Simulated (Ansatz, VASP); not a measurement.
One calculation of Si, two programs

```
CELL_PARAMETERS angstrom
2.52700 0.00000 0.00000
-1.26350 2.18845 0.00000
0.00000 0.00000 2.37300
ATOMIC_POSITIONS crystal
Si 0.00000 0.00000 0.00000
```

Alike in both runs: task single point; functional LDA; k mesh 16 × 16 × 14; occupations fermi-dirac, width 0.1 eV; no spin polarisation.

|  | VASP | Ansatz |
| --- | --- | --- |
| version | VASP 6.6.1 | Ansatz 0.2.0 |
| potentials or method | VASP PAW LDA potentials, release 64 (Si), cutoff 520 eV | plane waves, PAW |
| valence electrons in the cell | 4 | 4 |

Ansatz gave:

| Quantity | Value |
| --- | --- |
| pressure (GPa) | 15.5 |
| traceless stress, the component that is largest in VASP (GPa) | -0.62 |

Question: Estimate VASP's values.

Answer: Pressure (GPa): 15.7; traceless stress, the component that is largest in VASP (GPa): -0.60.

LDA's correlation is that of Perdew and Zunger in VASP and of Perdew and Wang (1992) in Ansatz.
